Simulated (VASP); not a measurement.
Write the native input for VASP 6.6.1 that does the following.

- Task: single point
- Functional: PBE
- Potentials or basis: VASP PAW PBE potentials, release 64 (Al, Pd)
- Cutoff: 520 eV
- k mesh: 6 × 6 × 6
- Occupations: gaussian, width 0.1 eV
- Spin: no spin polarisation
- Dipole correction: no
- Further INCAR settings: ALGO = Fast; EDIFF = 1e-06; NBANDS = 30

The structure of AlPd4 lies in POSCAR:

```
AlPd4
1.0
   -2.9902244782      2.9902244782      2.5699581728
    2.9902244782     -2.9902244782      2.5699581728
    2.9902244782      2.9902244782     -2.5699581728
Al Pd
1 4
Direct
    0.0000000000      0.0000000000      0.0000000000
    0.7178312918      0.7178312918      0.4356625837
    0.2821687082      0.2821687082      0.5643374163
    0.7178312918      0.2821687082      0.0000000000
    0.2821687082      0.7178312918      0.0000000000
```

One way to write it, as run:

INCAR

```
PREC     = Accurate       # precision mode
ENCUT    = 520            # plane-wave cutoff, eV
EDIFF    = 1E-6           # SCF threshold, eV
ISMEAR   = 0              # smearing method
SIGMA    = 0.1            # smearing width, eV
LREAL    = False          # projectors in reciprocal space
LASPH    = True           # aspherical terms in the spheres
NELM     = 80             # most SCF steps
ALGO     = Fast           # electronic algorithm
ISIF     = 2              # what is computed and relaxed
LWAVE    = False          # write WAVECAR
LCHARG   = False          # write CHGCAR
GGA      = PE             # functional
NBANDS   = 30             # bands
```

KPOINTS

```
Automatic mesh
0
Gamma
  6 6 6
```

Potentials or basis: VASP PAW PBE potentials, release 64 (Al, Pd).

Run with:

```console
$ cat potpaw_PBE.64/Al/POTCAR potpaw_PBE.64/Pd/POTCAR > POTCAR
$ mpirun -np 1 vasp_std > vasp.out
```

Results of the run:

| Item | Value |
| --- | --- |
| Pressure | -0.1 GPa |
| Largest force | 0.036 eV/Å |

Run time: 82 s on 1 thread of Intel Xeon 6975P-C, on a shared host, peak memory 0.27 GiB.
